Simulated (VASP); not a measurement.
# Cr in VASP: single point with PBE

Aim: the single point of Cr with PBE.

Everything below comes from runs of VASP 6.6.1. Logs are shortened: lines on timing, memory, paths and dates and some standing lists are left out, and cuts for length are marked.

**1. The cell of the first run**

The cell holds a slab with vacuum, 4 atoms: a = 2.467 Å, b = 2.467 Å, c = 22.043 Å, α = 90.00°, β = 90.00°, γ = 109.47°.

**2. Single point, PBE, collinear spin, ferromagnetic start**

Input file INCAR:

```
PREC = Accurate
ENCUT = 520
EDIFF = 1E-6
ISMEAR = -1
SIGMA = 0.05
LREAL = F
LASPH = T
NELM = 150
ALGO = Normal
ISIF = 2
LWAVE = F
LCHARG = F
ISPIN = 2
MAGMOM = 2 2 2 2
LORBIT = 11
LMAXMIX = 4
LDIPOL = T
IDIPOL = 3
DIPOL = 0.5 0.5 0.500
GGA = PE
NBANDS = 36
```

Input file KPOINTS:

```
Automatic mesh
0
Gamma
  14 14 1
```

Input file POSCAR:

```
Cr
1.0
    2.4668230336      0.0000000000      0.0000000000
   -0.8222743445      2.3257430600      0.0000000000
    0.0000000000      0.0000000000     22.0425000000
Cr
4
Direct
    0.2500000000      0.2500000000      0.3660594979
    0.7500000000      0.7500000000      0.4538702500
    0.2500000000      0.2500000000      0.5461298332
    0.7500000000      0.7500000000      0.6339404185
```

Potentials or basis: VASP PAW PBE potentials, release 64 (Cr_pv).

Command:

```sh
> cat potpaw_PBE.64/Cr_pv/POTCAR > POTCAR
> mpirun -np 1 vasp_std > vasp.out
```

OUTCAR:

```text
PREC = Accurate
   ENCUT = 520
   EDIFF = 1E-6
   ISMEAR = -1
   LREAL = F
   LASPH = T
   NELM = 150
   ISIF = 2
   ISPIN = 2
   LORBIT = 11
   GGA = PE

 ion  position               nearest neighbor table
   1  0.250  0.250  0.366-   2 2.40   2 2.40   2 2.79   2 2.79
   2  0.750  0.750  0.454-   1 2.40   1 2.40   3 2.48   3 2.48   1 2.79   1 2.79   3 2.86   3 2.86

   3  0.250  0.250  0.546-   4 2.40   4 2.40   2 2.48   2 2.48   4 2.79   4 2.79   2 2.86   2 2.86

   4  0.750  0.750  0.634-   3 2.40   3 2.40   3 2.79   3 2.79

  LATTYP: Found a base centered orthorhombic cell.
 ALAT       =     2.8484418850
 B/A-ratio  =     1.4142135624
 C/A-ratio  =     7.7384411865

  Lattice vectors:

 A1 = (   2.4668230336,   0.0000000000,   0.0000000000)
 A2 = (  -0.8222743445,   2.3257430600,   0.0000000000)
 A3 = (   0.0000000000,   0.0000000000,  22.0425000000)

Analysis of symmetry for initial positions (statically):
=====================================================================
 Subroutine PRICEL returns:
 Original cell was already a primitive cell.

 Routine SETGRP: Setting up the symmetry group for a
 base centered orthorhombic supercell.

 Subroutine GETGRP returns: Found  8 space group operations
 (whereof  4 operations were pure point group operations)
 out of a pool of  8 trial point group operations.

The static configuration has the point symmetry C_2h.
 The point group associated with its full space group is D_2h.

Analysis of symmetry for dynamics (positions and initial velocities):
=====================================================================
 Subroutine PRICEL returns:
 Original cell was already a primitive cell.

 Routine SETGRP: Setting up the symmetry group for a
 base centered orthorhombic supercell.

 Subroutine GETGRP returns: Found  8 space group operations
 (whereof  4 operations were pure point group operations)
 out of a pool of  8 trial point group operations.

The dynamic configuration has the point symmetry C_2h.
 The point group associated with its full space group is D_2h.

Analysis of structural, dynamic, and magnetic symmetry:
=====================================================================
 Subroutine PRICEL returns:
 Original cell was already a primitive cell.

 Routine SETGRP: Setting up the symmetry group for a
 base centered orthorhombic supercell.

 Subroutine GETGRP returns: Found  8 space group operations
 (whereof  4 operations were pure point group operations)
 out of a pool of  8 trial point group operations.

The overall configuration has the point symmetry C_2h.
 The point group associated with its full space group is D_2h.

 Subroutine INISYM returns: Found  8 space group operations
 (whereof  4 operations are pure point group operations),
 and found     1 'primitive' translations

----------------------------------------------------------------------------------------

                                     Primitive cell

  volume of cell :     126.4622

  direct lattice vectors                    reciprocal lattice vectors
     2.466823034  0.000000000  0.000000000     0.405379708  0.143323370  0.000000000
    -0.822274345  2.325743060  0.000000000     0.000000000  0.429970110  0.000000000
     0.000000000  0.000000000 22.042500000     0.000000000  0.000000000  0.045366905

  length of vectors
     2.466823034  2.466823034 22.042500000     0.429970110  0.429970110  0.045366905

  position of ions in fractional coordinates (direct lattice)
     0.250000000  0.250000000  0.366059498
     0.750000000  0.750000000  0.453870250
     0.250000000  0.250000000  0.546129833
     0.750000000  0.750000000  0.633940419

  ion indices of the primitive-cell ions
   primitive index   ion index
                 1           1
                 2           2
                 3           3
                 4           4

----------------------------------------------------------------------------------------

 KPOINTS: Automatic mesh

Automatic generation of k-mesh.
 Grid dimensions read from file:
 generate k-points for:   14   14    1

 Generating k-lattice:

  Cartesian coordinates                     Fractional coordinates (reciprocal lattice)
     0.028955693  0.010237384  0.000000000     0.071428571  0.000000000  0.000000000
     0.000000000  0.030712151  0.000000000     0.000000000  0.071428571  0.000000000
     0.000000000  0.000000000  0.045366905     0.000000000  0.000000000  1.000000000

  Length of vectors
     0.030712151  0.030712151  0.045366905

  Shift w.r.t. Gamma in fractional coordinates (k-lattice)
     0.000000000  0.000000000  0.000000000

 Subroutine IBZKPT returns following result:
 ===========================================

 Found     57 irreducible k-points:

 Following reciprocal coordinates:
            Coordinates               Weight
  0.000000  0.000000  0.000000      1.000000
  0.071429 -0.000000  0.000000      4.000000
  0.142857  0.000000  0.000000      4.000000
  0.214286 -0.000000  0.000000      4.000000
  0.285714  0.000000  0.000000      4.000000
  0.357143  0.000000  0.000000      4.000000
[... 16 lines left out ...]
  0.214286  0.142857  0.000000      4.000000
  0.285714  0.142857  0.000000      4.000000
 [... further k-points ...]
   k-points           NKPTS =     57   k-points in BZ     NKDIM =     57   number of bands    NBANDS=     36
   number of dos      NEDOS =    301   number of ions     NIONS =      4
   total plane-waves  NPLWV =  54432
   dimension x,y,z NGX =    18 NGY =   18 NGZ =  168
   dimension x,y,z NGXF=    36 NGYF=   36 NGZF=  336
   ions per type =               4
   NGX,Y,Z   is equivalent  to a cutoff of  12.13, 12.13, 12.67 a.u.
   NGXF,Y,Z  is equivalent  to a cutoff of  24.26, 24.26, 25.34 a.u.
 SYSTEM =  unknown system
   PREC   = accura    normal or accurate (medium, high low for compatibility)
   ISTART =      0    job   : 0-new  1-cont  2-samecut
   ICHARG =      2    charge: 1-file 2-atom 10-const
   ISPIN  =      2    spin polarized calculation?
   LNONCOLLINEAR =      F non collinear calculations
   LSORBIT =      F    spin-orbit coupling
   LASPH  =      T    aspherical Exc in radial PAW
   ENCUT  =  520.0 eV  38.22 Ry    6.18 a.u.   4.59  4.59 40.98*2*pi/ulx,y,z
   NELM   =    150;   NELMIN=  2; NELMDL= -5     # of ELM steps
   EDIFF  = 0.1E-05   stopping-criterion for ELM
   LREAL  =      F    real-space projection
[... 7 lines left out ...]
   TEBEG  =    0.0;   TEEND  =   0.0 temperature during run
   PSTRESS=    0.0 pullay stress
   NELECT =      48.0000    total number of electrons
   NUPDOWN=      -1.0000    fix difference up-down
   EMIN   =  10.00;   EMAX   =-10.00  energy-range for DOS
   EFERMI =   0.00;   METHOD = LEGACY
   ISMEAR =    -1;   SIGMA  =   0.05  broadening in eV -4-tet -1-fermi 0-gaus
   EFERMI_NEDOS =   21; number of points for ismear=-14 and -15
   IALGO  =     38    algorithm
   IMIX   =      4    mixing-type and parameters
     AMIX     =   0.40;   BMIX     =  1.00
     AMIX_MAG =   1.60;   BMIX_MAG =  1.00
  volume/ion in A,a.u.               =      31.62       213.35
  Fermi-wavevector in a.u.,A,eV,Ry     =   1.185318  2.239927 19.115912  1.404980
  Thomas-Fermi vector in A             =   2.321515
   LORBIT       =     11    0 simple, 1 ext, 2 COOP (PROOUT), +10 PAW based schemes
   GGA     = PE    functional components
   LHFCALC =     F    Hartree Fock is set to
   AEXX    =    0.0000 exact exchange contribution
   IVDW    =     0    specifies the selected vdW correction
   LEPSILON=     F    determine dielectric tensor
   LRPA    =     F    only Hartree local field effects (RPA)
 spin polarized calculation
  energy-cutoff  :      520.00
  volume of cell :      126.46
 maximum number of plane-waves:      3457
   NGX =  9   NGY =  9   NGZ = 81

 number of electron      47.9999990 magnetization      -0.0005967

 dipolmoment           0.000000      0.000000     -0.000000 electrons x Angstroem

 number of electron      47.9999990 magnetization       0.0000333

 dipolmoment           0.000000      0.000000      0.000000 electrons x Angstroem

 Free energy of the ion-electron system (eV)
  ---------------------------------------------------
  ext. energy  EPLUGINS =         0.00000000
  ---------------------------------------------------
  free energy    TOTEN  =       -35.74163039 eV

  energy without entropy =      -35.70469620  energy(sigma->0) =      -35.72316329

 E-fermi :   1.0691     XC(G=0):  -5.9318

 val. band max:        1.0529284252   @ k =  -0.2143   0.0714   0.0000
 cond. band min:       1.0738151567   @ k =  -0.1429   0.1429   0.0000
 fundamental gap:      0.0208867315
 Fermi energy:         1.0690907296

 spin component 1

 k-point     1 :       0.0000    0.0000    0.0000
  band No.  band energies     occupation
      1     -42.5421      1.00000
      2     -42.2921      1.00000
      3     -41.9874      1.00000
      4     -41.9085      1.00000
      5     -41.8649      1.00000
      6     -41.7537      1.00000
[... 925 lines left out ...]
     35       4.5280      0.00000
     36       6.3386      0.00000

 [... further k-points ...]

 spin component 2

 k-point     1 :       0.0000    0.0000    0.0000
  band No.  band energies     occupation
      1     -42.5421      1.00000
      2     -42.2921      1.00000
      3     -41.9874      1.00000
      4     -41.9085      1.00000
      5     -41.8649      1.00000
      6     -41.7537      1.00000
[... 925 lines left out ...]
     35       4.5280      0.00000
     36       6.3387      0.00000

 [... further k-points ...]

------------------------ aborting loop because EDIFF is reached ----------------------------------------

 vacuum level on the upper side and lower side of the slab       (xc-potential included)         0.033         0.033

  FORCE on cell =-STRESS in cart. coord.  units (eV):
  Direction    XX          YY          ZZ          XY          YZ          ZX
  --------------------------------------------------------------------------------------
  -------------------------------------------------------------------------------------
  Total       -2.0589398     -2.3228941     -0.1136560     -0.3732877     -0.0000000     -0.0000000
  in kB      -26.0851688    -29.4292644     -1.4399332     -4.7292655     -0.0000000     -0.0000000
  external PRESSURE =     -18.9847888 kB  Pullay stress =       0.0000000 kB

 VOLUME and BASIS-vectors are now :
 -----------------------------------------------------------------------------
  energy-cutoff  :      520.00
  volume of cell :      126.46
      direct lattice vectors                 reciprocal lattice vectors
     2.466823034  0.000000000  0.000000000     0.405379708  0.143323370  0.000000000
    -0.822274345  2.325743060  0.000000000     0.000000000  0.429970110  0.000000000
     0.000000000  0.000000000 22.042500000     0.000000000  0.000000000  0.045366905

 POSITION                                       TOTAL-FORCE (eV/Angst)
 -----------------------------------------------------------------------------------
      0.41114      0.58144      8.06887        -0.000000      0.000000      0.010764
      1.23341      1.74431     10.00443         0.000000     -0.000000      0.008958
      0.41114      0.58144     12.03807        -0.000000      0.000000     -0.008958
      1.23341      1.74431     13.97363        -0.000000     -0.000000     -0.010764
 -----------------------------------------------------------------------------------
    total drift:                               -0.000000     -0.000000     -0.000011

  FREE ENERGIE OF THE ION-ELECTRON SYSTEM (eV)
  ---------------------------------------------------
  free  energy   TOTEN  =       -35.7416303895 eV

  energy  without entropy=      -35.7046961991  energy(sigma->0) =      -35.72316329

 vacuum level on the upper side and lower side of the slab         5.878         5.876

 total charge

# of ion       s       p       d       tot
------------------------------------------
    1        0.437   6.300   4.196  10.933
    2        0.445   6.406   4.240  11.091
    3        0.445   6.406   4.240  11.091
    4        0.437   6.300   4.196  10.933
--------------------------------------------------
tot          1.764  25.412  16.872  44.048

 magnetization (x)

# of ion       s       p       d       tot
------------------------------------------
    1        0.000  -0.000   0.000   0.000
    2        0.000  -0.000  -0.000   0.000
    3        0.000  -0.000  -0.000   0.000
    4        0.000  -0.000   0.000   0.000
--------------------------------------------------
tot          0.000  -0.000   0.000   0.000
```

It took 58 min on 1 thread of Oxide Virtual Turin-like, shared host; peak memory 0.46 GiB.

What came out:

```
Free energy                                           : -35.7416 eV
Largest force                                         : 0.011 eV/Å
Band gap on the k mesh                                : zero (filled and empty bands overlap)
Net moment                                            : 0.00 μB per cell
Valence electrons inside the program's atomic spheres : Cr 10.93, 11.09 (each value once)
```

Forces on the atoms (eV/Å):
```
Cr   0.000  0.000  0.011
Cr   0.000  0.000  0.009
Cr   0.000  0.000 -0.009
Cr   0.000  0.000 -0.011
```

Caveat: the moments typed at the start vanished in this run.

The gap in the log of VASP goes by the Fermi energy; the results here count the filled bands.